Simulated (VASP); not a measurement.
# Bi2Te3 (P-3m1) in VASP: single point with PBE

Aim: the single point of Bi2Te3 with PBE.

Everything below comes from runs of VASP 6.6.1. Logs are shortened: lines on timing, memory, paths and dates and some standing lists are left out, and cuts for length are marked.

**1. The cell of the first run**

It takes space group P-3m1 (No. 164, trigonal). The conventional cell has a = 4.447 Å, b = 4.447 Å, c = 35.169 Å, α = 90.00°, β = 90.00°, γ = 120.00°. Within 4.1 Å of Bi (site symmetry 3m) lie 6 Te at 3.09 to 3.29 Å. Within 4.1 Å of Bi (site symmetry 3m) lie 6 Te at 3.09 to 3.29 Å. Within 4.1 Å of Bi (site symmetry 3m) lie 6 Te at 3.09 to 3.29 Å. Te (site symmetry 3m) has 6 Bi at 3.29 Å and 12 Te at 4.45 to 4.56 Å within 4.6 Å. Within 4.6 Å of Te (site symmetry -3m) lie 6 Bi at 3.29 Å and 12 Te at 4.45 to 4.56 Å. Te (site symmetry 3m) has 3 Bi at 3.09 Å and 3 Te at 4.08 Å within 4.1 Å. Within 4.1 Å of Te (site symmetry 3m) lie 3 Bi at 3.09 Å. Within 4.1 Å of Te (site symmetry 3m) lie 3 Bi at 3.09 Å and 3 Te at 4.08 Å.

**2. Single point, PBE (the distance across one plane changed)**

File INCAR:

```
SYSTEM = Bi2Te3
PREC = Accurate
ENCUT = 520
EDIFF = 1E-6
ISMEAR = 0
SIGMA = 0.05
LREAL = Auto
LASPH = .TRUE.
NELM = 80
ALGO = Normal
ISIF = 2
LWAVE = .FALSE.
LCHARG = .FALSE.
GGA = PE
NBANDS = 85
```

File KPOINTS:

```
Automatic mesh
0
G
  9 9 1
  0 0 0
```

File POSCAR:

```
Bi2Te3
1.0
   -4.4465493992      0.0000000000      0.0000000000
   -2.2232746996     -3.8508247389      0.0000000000
    0.0000000000      0.0000000000     35.1686732172
Bi Te
6 9
Direct
    0.6666666667      0.6666666667      0.5157892693
    1.0000000000      0.0000000000      0.2108903325
    0.3333333333      0.3333333333      0.8206882061
    0.6666666667      0.6666666667      0.7038369678
    1.0000000000      0.0000000000      0.3989380310
    0.3333333333      0.3333333333      0.0940390942
    0.6666666667      0.6666666667      0.1524647133
    0.0000000000      0.0000000000      0.7622625869
    0.3333333333      0.3333333333      0.4573636501
    0.6666666667      0.6666666667      0.3500697025
    1.0000000000      1.0000000000      0.0451707657
    0.3333333333      0.3333333333      0.6549686393
    0.6666666667      0.6666666667      0.8695565345
    1.0000000000      0.0000000000      0.5646575977
    0.3333333333      0.3333333333      0.2597586609
```

Potentials or basis: VASP PAW PBE potentials, release 64 (Bi_d, Te).

Run with:

```sh
$ cat potpaw_PBE.64/Bi_d/POTCAR potpaw_PBE.64/Te/POTCAR > POTCAR
$ mpirun -np 1 vasp_std > vasp.out
```

OUTCAR:

```text
SYSTEM = Bi2Te3
   PREC = Accurate
   ENCUT = 520
   EDIFF = 1E-6
   ISMEAR = 0
   LREAL = Auto
   LASPH = .TRUE.
   NELM = 80
   ISIF = 2
   GGA = PE

 ion  position               nearest neighbor table
   1  0.667  0.667  0.516-  14 3.09  14 3.09  14 3.09   9 3.29   9 3.29   9 3.29
   2  0.000  0.000  0.211-  15 3.09  15 3.09  15 3.09   7 3.29   7 3.29   7 3.29
   3  0.333  0.333  0.821-  13 3.09  13 3.09  13 3.09   8 3.29   8 3.29   8 3.29
   4  0.667  0.667  0.704-  12 3.09  12 3.09  12 3.09   8 3.29   8 3.29   8 3.29
   5  0.000  0.000  0.399-  10 3.09  10 3.09  10 3.09   9 3.29   9 3.29   9 3.29
   6  0.333  0.333  0.094-  11 3.09  11 3.09  11 3.09   7 3.29   7 3.29   7 3.29
   7  0.667  0.667  0.152-   6 3.29   6 3.29   6 3.29   2 3.29   2 3.29   2 3.29
   8  0.000  0.000  0.762-   4 3.29   4 3.29   4 3.29   3 3.29   3 3.29   3 3.29
   9  0.333  0.333  0.457-   5 3.29   5 3.29   5 3.29   1 3.29   1 3.29   1 3.29
  10  0.667  0.667  0.350-   5 3.09   5 3.09   5 3.09
  11  0.000  0.000  0.045-   6 3.09   6 3.09   6 3.09
  12  0.333  0.333  0.655-   4 3.09   4 3.09   4 3.09
  13  0.667  0.667  0.870-   3 3.09   3 3.09   3 3.09
  14  0.000  0.000  0.565-   1 3.09   1 3.09   1 3.09
  15  0.333  0.333  0.260-   2 3.09   2 3.09   2 3.09

  LATTYP: Found a hexagonal cell.
 ALAT       =     4.4465493992
 C/A-ratio  =     7.9092055569

  Lattice vectors:

 A1 = (   2.2232746996,   3.8508247389,   0.0000000000)
 A2 = (  -4.4465493992,   0.0000000000,   0.0000000000)
 A3 = (   0.0000000000,   0.0000000000,  35.1686732172)

Analysis of symmetry for initial positions (statically):
=====================================================================
 Subroutine PRICEL returns:
 Original cell was already a primitive cell.

 Routine SETGRP: Setting up the symmetry group for a
 hexagonal supercell.

 Subroutine GETGRP returns: Found 12 space group operations
 (whereof  6 operations were pure point group operations)
 out of a pool of 24 trial point group operations.

The static configuration has the point symmetry C_3v.
 The point group associated with its full space group is D_3d.

Analysis of symmetry for dynamics (positions and initial velocities):
=====================================================================
 Subroutine PRICEL returns:
 Original cell was already a primitive cell.

 Routine SETGRP: Setting up the symmetry group for a
 hexagonal supercell.

 Subroutine GETGRP returns: Found 12 space group operations
 (whereof  6 operations were pure point group operations)
 out of a pool of 24 trial point group operations.

The dynamic configuration has the point symmetry C_3v.
 The point group associated with its full space group is D_3d.

 Subroutine INISYM returns: Found 12 space group operations
 (whereof  6 operations are pure point group operations),
 and found     1 'primitive' translations

----------------------------------------------------------------------------------------

                                     Primitive cell

  volume of cell :     602.1891

  direct lattice vectors                    reciprocal lattice vectors
    -4.446549399  0.000000000  0.000000000    -0.224893487  0.129842315  0.000000000
    -2.223274700 -3.850824739  0.000000000     0.000000000 -0.259684631  0.000000000
     0.000000000  0.000000000 35.168673217     0.000000000  0.000000000  0.028434397

  length of vectors
     4.446549399  4.446549399 35.168673217     0.259684631  0.259684631  0.028434397

  position of ions in fractional coordinates (direct lattice)
     0.666666667  0.666666667  0.515789269
     0.000000000  0.000000000  0.210890332
     0.333333333  0.333333333  0.820688206
     0.666666667  0.666666667  0.703836968
     0.000000000  0.000000000  0.398938031
     0.333333333  0.333333333  0.094039094
     0.666666667  0.666666667  0.152464713
     0.000000000  0.000000000  0.762262587
     0.333333333  0.333333333  0.457363650
     0.666666667  0.666666667  0.350069703
     0.000000000  0.000000000  0.045170766
     0.333333333  0.333333333  0.654968639
     0.666666667  0.666666667  0.869556534
     0.000000000  0.000000000  0.564657598
     0.333333333  0.333333333  0.259758661
[... 26 lines left out ...]

 Generating k-lattice:

  Cartesian coordinates                     Fractional coordinates (reciprocal lattice)
    -0.024988165  0.014426924  0.000000000     0.111111111  0.000000000  0.000000000
     0.000000000 -0.028853848  0.000000000     0.000000000  0.111111111  0.000000000
     0.000000000  0.000000000  0.028434397     0.000000000  0.000000000  1.000000000

  Length of vectors
     0.028853848  0.028853848  0.028434397

  Shift w.r.t. Gamma in fractional coordinates (k-lattice)
     0.000000000  0.000000000  0.000000000

 Subroutine IBZKPT returns following result:
 ===========================================

 Found     12 irreducible k-points:

 Following reciprocal coordinates:
            Coordinates               Weight
  0.000000  0.000000  0.000000      1.000000
  0.111111  0.000000  0.000000      6.000000
  0.222222  0.000000  0.000000      6.000000
  0.333333  0.000000  0.000000      6.000000
  0.444444  0.000000  0.000000      6.000000
  0.222222  0.111111  0.000000      6.000000
  0.333333  0.111111  0.000000     12.000000
  0.444444  0.111111  0.000000     12.000000
 -0.444444  0.111111  0.000000      6.000000
  0.444444  0.222222  0.000000      6.000000
 -0.444444  0.222222  0.000000     12.000000
 -0.333333  0.333333  0.000000      2.000000
   k-points           NKPTS =     12   k-points in BZ     NKDIM =     12   number of bands    NBANDS=     85
   number of dos      NEDOS =    301   number of ions     NIONS =     15
   total plane-waves  NPLWV = 349920
   dimension x,y,z NGX =    36 NGY =   36 NGZ =  270
   dimension x,y,z NGXF=    72 NGYF=   72 NGZF=  540
   ions per type =               6   9
   NGX,Y,Z   is equivalent  to a cutoff of  13.46, 13.46, 12.76 a.u.
   NGXF,Y,Z  is equivalent  to a cutoff of  26.92, 26.92, 25.53 a.u.
 SYSTEM =  Bi2Te3
   PREC   = accura    normal or accurate (medium, high low for compatibility)
   ISTART =      0    job   : 0-new  1-cont  2-samecut
   ICHARG =      2    charge: 1-file 2-atom 10-const
   ISPIN  =      1    spin polarized calculation?
   LNONCOLLINEAR =      F non collinear calculations
   LSORBIT =      F    spin-orbit coupling
   LASPH  =      T    aspherical Exc in radial PAW
   ENCUT  =  520.0 eV  38.22 Ry    6.18 a.u.   8.27  8.27 65.39*2*pi/ulx,y,z
   NELM   =     80;   NELMIN=  2; NELMDL= -5     # of ELM steps
   EDIFF  = 0.1E-05   stopping-criterion for ELM
   LREAL  =      T    real-space projection
   EDIFFG = 0.1E-04   stopping-criterion for IOM
   NSW    =      0    number of steps for IOM
[... 5 lines left out ...]
   TEBEG  =    0.0;   TEEND  =   0.0 temperature during run
   PSTRESS=    0.0 pullay stress
   NELECT =     144.0000    total number of electrons
   NUPDOWN=      -1.0000    fix difference up-down
   EMIN   =  10.00;   EMAX   =-10.00  energy-range for DOS
   EFERMI =   0.00;   METHOD = LEGACY
   ISMEAR =     0;   SIGMA  =   0.05  broadening in eV -4-tet -1-fermi 0-gaus
   EFERMI_NEDOS =   21; number of points for ismear=-14 and -15
   IALGO  =     38    algorithm
   IMIX   =      4    mixing-type and parameters
     AMIX     =   0.40;   BMIX     =  1.00
     AMIX_MAG =   1.60;   BMIX_MAG =  1.00
  volume/ion in A,a.u.               =      40.15       270.92
  Fermi-wavevector in a.u.,A,eV,Ry     =   1.016135  1.920217 14.048426  1.032530
  Thomas-Fermi vector in A             =   2.149461
   LORBIT       =      0    0 simple, 1 ext, 2 COOP (PROOUT), +10 PAW based schemes
   GGA     = PE    functional components
   LHFCALC =     F    Hartree Fock is set to
   AEXX    =    0.0000 exact exchange contribution
   IVDW    =     0    specifies the selected vdW correction
   LEPSILON=     F    determine dielectric tensor
   LRPA    =     F    only Hartree local field effects (RPA)
 non-spin polarized calculation
 Gauss-broadening in eV      SIGMA  =   0.05
  energy-cutoff  :      520.00
  volume of cell :      602.19
 maximum number of plane-waves:     16249
 NGX is ok and might be reduce to    36
   NGX = 17   NGY = 17   NGZ =131

 number of electron     144.0000020 magnetization

 Free energy of the ion-electron system (eV)
  ---------------------------------------------------
  ext. energy  EPLUGINS =         0.00000000
  ---------------------------------------------------
  free energy    TOTEN  =       -55.18547086 eV

  energy without entropy =      -55.18547086  energy(sigma->0) =      -55.18547086

 E-fermi :   4.3161     XC(G=0):  -8.3402

 val. band max:        4.0625945179   @ k =   0.0000   0.0000   0.0000
 cond. band min:       4.6845458670   @ k =   0.0000   0.0000   0.0000
 fundamental gap:      0.6219513491
 Fermi energy:         4.3161007035

 k-point     1 :       0.0000    0.0000    0.0000
  band No.  band energies     occupation
      1     -18.7947      2.00000
      2     -18.7947      2.00000
      3     -18.7947      2.00000
      4     -18.7947      2.00000
      5     -18.7893      2.00000
      6     -18.7893      2.00000
[... 1033 lines left out ...]
     83       7.7015      0.00000
     84       7.7243      0.00000
 [bands above 84 left out]

------------------------ aborting loop because EDIFF is reached ----------------------------------------

  FORCE on cell =-STRESS in cart. coord.  units (eV):
  Direction    XX          YY          ZZ          XY          YZ          ZX
  --------------------------------------------------------------------------------------
  -------------------------------------------------------------------------------------
  Total       -0.4643776     -0.4643776     -0.2181519      0.0000000      0.0000000     -0.0000000
  in kB       -1.2355178     -1.2355178     -0.5804124      0.0000000      0.0000000     -0.0000000
  external PRESSURE =      -1.0171493 kB  Pullay stress =       0.0000000 kB

 VOLUME and BASIS-vectors are now :
 -----------------------------------------------------------------------------
  energy-cutoff  :      520.00
  volume of cell :      602.19
      direct lattice vectors                 reciprocal lattice vectors
    -4.446549399  0.000000000  0.000000000    -0.224893487  0.129842315  0.000000000
    -2.223274700 -3.850824739  0.000000000     0.000000000 -0.259684631  0.000000000
     0.000000000  0.000000000 35.168673217     0.000000000  0.000000000  0.028434397

 POSITION                                       TOTAL-FORCE (eV/Angst)
 -----------------------------------------------------------------------------------
     -4.44655     -2.56722     18.13962        -0.000000      0.000000      0.022965
      0.00000      0.00000      7.41673        -0.000000      0.000000     -0.024805
     -2.22327     -1.28361     28.86252         0.000000     -0.000000      0.053994
     -4.44655     -2.56722     24.75301         0.000000      0.000000      0.024805
      0.00000      0.00000     14.03012         0.000000      0.000000     -0.022965
     -2.22327     -1.28361      3.30723        -0.000000      0.000000     -0.053994
     -4.44655     -2.56722      5.36198         0.000000      0.000000      0.013453
      0.00000      0.00000     26.80776        -0.000000      0.000000     -0.013453
     -2.22327     -1.28361     16.08487         0.000000     -0.000000      0.000000
     -4.44655     -2.56722     12.31149        -0.000000      0.000000     -0.008217
      0.00000      0.00000      1.58860         0.000000      0.000000      0.048466
     -2.22327     -1.28361     23.03438        -0.000000     -0.000000     -0.030447
     -4.44655     -2.56722     30.58115        -0.000000      0.000000     -0.048466
      0.00000      0.00000     19.85826         0.000000      0.000000      0.008217
     -2.22327     -1.28361      9.13537         0.000000     -0.000000      0.030447
 -----------------------------------------------------------------------------------
    total drift:                                0.000000      0.000000      0.000008

  FREE ENERGIE OF THE ION-ELECTRON SYSTEM (eV)
  ---------------------------------------------------
  free  energy   TOTEN  =       -55.1854708565 eV

  energy  without entropy=      -55.1854708565  energy(sigma->0) =      -55.18547086
```

Wall time 45 min (1 thread of Intel Xeon 8259CL, shared host); peak memory 0.9 GiB.

What came out:

```yaml
Free_energy: -55.1855 eV
Pressure: -0.1 GPa
Largest_force: 0.054 eV/Å
Band_gap_on_the_k_mesh: 0.62 eV
```

Forces on the atoms (eV/Å):
```
Bi   0.000  0.000  0.023
Bi   0.000  0.000 -0.025
Bi   0.000  0.000  0.054
Bi   0.000  0.000  0.025
Bi   0.000  0.000 -0.023
Bi   0.000  0.000 -0.054
Te   0.000  0.000  0.013
Te   0.000  0.000 -0.013
Te   0.000  0.000  0.000
Te   0.000  0.000 -0.008
Te   0.000  0.000  0.048
Te   0.000  0.000 -0.030
Te   0.000  0.000 -0.048
Te   0.000  0.000  0.008
Te   0.000  0.000  0.030
```

Caveat: the cell differs from its parent crystal (the distance across one plane changed); spin-orbit coupling is left out, which moves the levels of the heavy elements; an odd mesh through Γ misses points on the zone boundary, where band edges can lie.
